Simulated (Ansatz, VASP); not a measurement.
## One calculation of BiSbTe2S, two programs

```xyz
5
Lattice="5.8393 0.0000 0.0000 0.0000 5.8393 0.0000 0.0000 0.0000 4.8066" Properties=species:S:1:pos:R:3 pbc="T T T"
Sb    2.9196    2.9196    2.4033
Bi    0.0000    0.0000    0.0000
Te    2.9196    0.0000    2.4033
Te    0.0000    2.9196    2.4033
S     2.9196    2.9196    0.0000
```

Change from the starting cell: species swapped into the CsHgBrCl2 type (P4/mmm, No. 123).

Alike in both runs: functional PBE; k mesh 4 × 4 × 4; occupations gaussian, width 0.1 eV; no spin polarisation.

Ansatz relaxed the structure, and its values are those at the end. VASP's run is a single point on that final structure, the one shown.

```csv
,VASP,Ansatz
version,VASP 6.6.1,Ansatz 0.2.0
potentials or method,"VASP PAW PBE potentials, release 64 (Sb, Bi_d, Te, S), cutoff 520 eV","scalar-relativistic, plane waves, PAW"
valence electrons in the cell,38,68
```

```csv
,VASP,Ansatz,Ansatz less VASP
gap on the k mesh at the Fermi level (eV),none,none,-
pressure (GPa),0.1,0.1,0.00
```

A gap of «none» marks a metal or a gap that the smearing closes. The functional is the same, so the differences come from potentials, cutoffs and numerics. VASP's potentials hold 38 valence electrons a cell and Ansatz's 68, so a difference there can come from the potentials and not from the codes.

Neither program's run includes spin-orbit coupling.
